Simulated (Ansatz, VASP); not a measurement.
Given: the input of a run of VASP 6.6.1 on SiC.

Contents of POSCAR:

```
SiC
1.0
    3.1164783262      0.0000000000      0.0000000000
   -1.5582391631      2.6989494007      0.0000000000
    0.0000000000      0.0000000000      5.1144286705
Si C
2 2
Direct
    0.6666666667      0.3333333333      0.5000000000
    0.3333333333      0.6666666667      0.0000000000
    0.6666666667      0.3333333333      0.8850000000
    0.3333333333      0.6666666667      0.3850000000
```

INCAR.step1

```
PREC = Accurate
ENCUT = 520
ISMEAR = -1
SIGMA = 0.05
LREAL = F
LASPH = T
NELM = 100
NBANDS = 16
GGA = PE
ALGO = Normal
EDIFF = 1E-4
LWAVE = T
LCHARG = F
```

INCAR.step2

```
PREC = Accurate
ENCUT = 520
EDIFF = 1E-6
ISMEAR = -1
SIGMA = 0.05
LREAL = F
LASPH = T
NELM = 100
ALGO = Normal
ISIF = 2
LWAVE = F
LCHARG = T
METAGGA = R2SCAN
LMIXTAU = T
IVDW = 13
VDW_S6 = 1.0
VDW_S8 = 0.6018749
VDW_A1 = 0.51559235
VDW_A2 = 5.77342911
LELF = T
LVHAR = T
NBANDS = 16
ISTART = 1
```

Contents of KPOINTS:

```
regular mesh
0
Gamma
  10 10 5
```

Potentials or basis: VASP PAW PBE potentials, release 64 (Si, C).

Run with:

```bash
$ cat potpaw_PBE.64/Si/POTCAR potpaw_PBE.64/C/POTCAR > POTCAR
$ cp INCAR.step1 INCAR
$ mpirun -np 1 vasp_std > vasp.out
$ cp INCAR.step2 INCAR
$ mpirun -np 1 vasp_std > vasp.out
```

Q: Set up the same calculation for Ansatz 0.2.0. Potentials there: Ansatz PAW.

A: As run (the cutoff follows the program's own potentials):

Contents of input.yaml:

```yaml
crystal:
  lattice:
    - [3.1164783262, 0.0, 0.0]
    - [-1.5582391631, 2.6989494007, 0.0]
    - [0.0, 0.0, 5.1144286705]
  atoms:
    - { symbol: Si, position: [0.6666666667, 0.3333333333, 0.5] }
    - { symbol: Si, position: [0.3333333333, 0.6666666667, 0.0] }
    - { symbol: C, position: [0.6666666667, 0.3333333333, 0.885] }
    - { symbol: C, position: [0.3333333333, 0.6666666667, 0.385] }
hamiltonian:
  xc: r2scan
  pseudopotentials: { kind: paw }
  dispersion: d4
kpoints:
  mp_grid: { grid: [10, 10, 5] }
scf:
  occupations: { method: fermi_dirac, width: 0.05 }
output:
  forces: true
  stress: true
  eigenvalues: true
```

Potentials or basis: Ansatz PAW.

The run is started by

```console
$ ansatz run input.yaml --threads 2 --pin off --max-ram 5120MiB --backend cpu --events-out ev --progress --plain --runs-dir out
```

Both were run:

|  | VASP | Ansatz | Ansatz less VASP |
| --- | --- | --- | --- |
| gap on the k mesh at the Fermi level (eV) | 2.91 | 2.90 | -0.007 |
| least direct gap on the mesh (eV) | 4.49 | 4.49 | -0.008 |
| pressure (GPa) | -9.6 | -9.5 | +0.16 |
| traceless stress, the component that is largest in VASP (GPa) | -1.65 | -1.68 | -0.032 |
| rms of the force components (eV/Å) | 0.407 | 0.407 | +0.0002 |

VASP's potentials were made for PBE, not for r2SCAN. Atom by atom the forces differ by 0.000 eV/Å (rms over components).

Noted on Ansatz's run: odd divisions of the mesh miss points on the zone boundary, where band edges often lie, so the gap on the mesh can be too wide.
